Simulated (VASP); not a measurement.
Set up this calculation in VASP 6.6.1, as the native input.

```
Task                   : single point
Functional             : PBEsol
Potentials or basis    : VASP PAW PBE potentials, release 64 (Au)
Cutoff                 : 520 eV
k mesh                 : 20 × 20 × 20
Occupations            : gaussian, width 0.15 eV
Spin                   : no spin polarisation
Dipole correction      : no
Further INCAR settings : ALGO = Normal; EDIFF = 1e-06; NBANDS = 12
```

The structure of Au lies in POSCAR:

```
Au
1.0
    0.0000000000      2.0761825000      1.9841350000
    2.0761825000      0.0000000000      1.9841350000
    2.0761825000      2.0761825000      0.0000000000
Au
1
Direct
    0.0000000000      0.0000000000      0.0000000000
```

This cell differs from its parent crystal: strain +0.015 along x and y, -0.030 along z.

These files were run (other wordings do the same):

INCAR

```
PREC = Accurate
ENCUT = 520
EDIFF = 1E-6
ISMEAR = 0
SIGMA = 0.15
LREAL = False
LASPH = True
NELM = 80
ALGO = Normal
ISIF = 2
LWAVE = False
LCHARG = False
GGA = PS
NBANDS = 12
```

KPOINTS

```
Automatic mesh
0
Gamma
  20 20 20
```

Potentials or basis: VASP PAW PBE potentials, release 64 (Au).

The run is started by

```bash
$ cat potpaw_PBE.64/Au/POTCAR > POTCAR
$ mpirun -np 1 vasp_std > vasp.out
```

It gave:

```yaml
Pressure: -1.1 GPa
Band_gap_on_the_k_mesh: zero (an odd number of electrons rules out a gap without spin polarisation)
```

Caveat: the cell differs from its parent crystal (strain +0.015 along x and y, -0.030 along z); the PAW data sets were made with another functional, which shifts forces and pressure a little; spin-orbit coupling is left out, which moves the levels of the heavy elements.

Run time: 79 s on 1 thread of AMD EPYC 9R45 96-Core Processor (Zen 5), on a shared host, peak memory 0.22 GiB.
